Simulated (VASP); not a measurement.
# Sr: single point with PBE

The system is Sr.

```
Sr
1.0
    -2.77618    2.77618    1.50491
     2.77618   -2.77618    1.50491
     2.77618    2.77618   -1.50491
Sr
2
Direct
  0.62500 0.87500 0.75000
  0.37500 0.12500 0.25000
```

* Program: VASP 6.6.1
* Task: single point
* Functional: PBE
* Potentials or basis: VASP PAW PBE potentials, release 64 (Sr_sv)
* Cutoff: 520 eV
* k mesh: 14 × 14 × 14
* Occupations: fermi-dirac, width 0.05 eV
* Spin: no spin polarisation
* Dipole correction: no
* Further INCAR settings: ALGO = Normal; EDIFF = 1e-07; NBANDS = 17

```yaml
Pressure: 33.7 GPa
Band_gap_on_the_k_mesh: zero (bands 10 and 11 overlap by 1.45 eV)
```

Levels at points of the mesh, in eV from the Fermi level:
```tsv
k point	band 7	band 8	band 9	band 10	band 11	band 12	band 13	band 14
(0.00, 0.00, 0.00)	-16.68	-16.68	-3.68	-2.71	0.63	0.76	1.78	5.20
(0.50, 0.00, 0.00)	-17.36	-16.58	-1.67	-1.37	0.28	2.24	3.32	3.76
(0.50, 0.50, 0.00)	-16.70	-16.70	-1.03	-1.03	0.91	0.91	3.44	3.44
(0.50, 0.50, 0.50)	-16.34	-16.34	-0.69	-0.69	2.19	2.19	2.52	2.52
```

Wall time 69 s on 1 thread of Intel(R) Xeon(R) 6975P-C (Granite Rapids), on a shared host, peak memory 0.29 GiB.

Caveat: the cell stands under pressure.
